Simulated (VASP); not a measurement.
Lu3Si, 4 atoms in the cell. The structure is cubic, space group Pm-3m (No. 221). Conventional cell: a = 4.630 Å, b = 4.630 Å, c = 4.630 Å, α = 90.00°, β = 90.00°, γ = 90.00°. Within 4.3 Å of Lu (site symmetry 4/mmm) lie 8 Lu at 3.27 Å and 4 Si at 3.27 Å. Si (site symmetry m-3m) has 12 Lu at 3.27 Å within 4.3 Å. 

- Program: VASP 6.6.1
- Task: single point
- Functional: PBE
- Potentials or basis: VASP PAW PBE potentials, release 64 (Lu, Si)
- Cutoff: 520 eV
- k mesh: 5 × 5 × 5
- Occupations: gaussian, width 0.1 eV
- Spin: no spin polarisation
- Dipole correction: no
- Further INCAR settings: ALGO = Normal; EDIFF = 1e-06; NBANDS = 48

Potentials or basis: VASP PAW PBE potentials, release 64 (Lu, Si).

Launch:

```console
$ cat potpaw_PBE.64/Lu/POTCAR potpaw_PBE.64/Si/POTCAR > POTCAR
$ mpirun -np 1 vasp_std > vasp.out
```

Hardware: 1 thread of Intel(R) Xeon(R) 6975P-C (Granite Rapids) (shared host).

Q: Estimate the wall time of this run.

A: Run time: 21 s on 1 thread of Intel(R) Xeon(R) 6975P-C (Granite Rapids), on a shared host, peak memory 0.22 GiB. Counts: scf iterations 13, k points 10.
